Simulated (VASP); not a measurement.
Write the native input for VASP 6.6.1 that does the following.

| Item | Value |
| --- | --- |
| Task | single point |
| Functional | PBE |
| Potentials or basis | VASP PAW PBE potentials, release 64 (As) |
| Cutoff | 520 eV |
| k mesh | 9 × 9 × 1 |
| Occupations | gaussian, width 0.02 eV |
| Spin | no spin polarisation |
| Dipole correction | yes |
| Further INCAR settings | ALGO = Normal; EDIFF = 1e-06; NBANDS = 12 |

The structure of As lies in POSCAR:

```
As
1.0
    3.6120000000      0.0000000000      0.0000000000
   -1.8060000000      3.1280837585      0.0000000000
    0.0000000000      0.0000000000     28.0000000000
As
2
Direct
    0.3333333333      0.6666666667      0.5000000000
    0.6666666667      0.3333333333      0.5000000000
```

One way to write it, as run:

INCAR

```
PREC = Accurate
ENCUT = 520
EDIFF = 1E-6
ISMEAR = 0
SIGMA = 0.02
LREAL = False
LASPH = True
NELM = 80
ALGO = Normal
ISIF = 2
LWAVE = False
LCHARG = False
LDIPOL = True
IDIPOL = 3
DIPOL = 0.5 0.5 0.500
GGA = PE
NBANDS = 12
```

KPOINTS

```
Automatic mesh
0
Gamma
  9 9 1
```

Potentials or basis: VASP PAW PBE potentials, release 64 (As).

The run is started by

```sh
$ cat potpaw_PBE.64/As/POTCAR > POTCAR
$ mpirun -np 1 vasp_std > vasp.out
```

It gave:

```
Band gap on the k mesh : zero (band 5 reaches -2.53 eV, above the bottom of band 6 at -3.39 eV)
```

Run time: 61 s on 1 thread of Intel(R) Xeon(R) Platinum 8375C CPU @ 2.90GHz (Ice Lake) (shared host), peak memory 0.39 GiB.
